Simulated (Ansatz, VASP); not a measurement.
## Two plane-wave programs on HRh8

```
CELL_PARAMETERS angstrom
5.36502 0.00000 0.00000
0.00000 3.79364 0.00000
0.00000 0.00000 21.24008
ATOMIC_POSITIONS crystal
Rh 0.25000 0.50000 0.18832
Rh 0.75000 0.50000 0.18832
Rh 0.00000 0.00000 0.25147
Rh 0.50000 0.00000 0.25147
Rh 0.25000 0.50000 0.31535
Rh 0.75000 0.50000 0.31535
Rh 0.00000 0.00000 0.37383
Rh 0.50000 0.00000 0.37383
H 0.25000 0.50000 0.52919
```

Alike in both runs: task single point; functional PBE; dispersion D3(BJ); k mesh 5 × 7 × 1; occupations gaussian, width 0.1 eV; no spin polarisation.

```csv
,VASP,Ansatz
version,VASP 6.6.1,Ansatz 0.2.0
potentials or method,"VASP PAW PBE potentials, release 64 (Rh_pv, H), cutoff 520 eV","scalar-relativistic, plane waves, PAW"
valence electrons in the cell,121,137
```

|  | VASP | Ansatz | Ansatz less VASP |
| --- | --- | --- | --- |
| gap on the k mesh at the Fermi level (eV) | none | none | - |
| rms of the force components (eV/Å) | 0.250 | 0.248 | -0.0013 |
| work function, face that differs most (eV) | 4.64 | 4.64 | +0.003 |

Atom by atom the forces differ by 0.002 eV/Å (rms over components). A gap of «none» marks a metal or a gap that the smearing closes. VASP's potentials hold 121 valence electrons a cell and Ansatz's 137, so a difference there can come from the potentials and not from the codes.
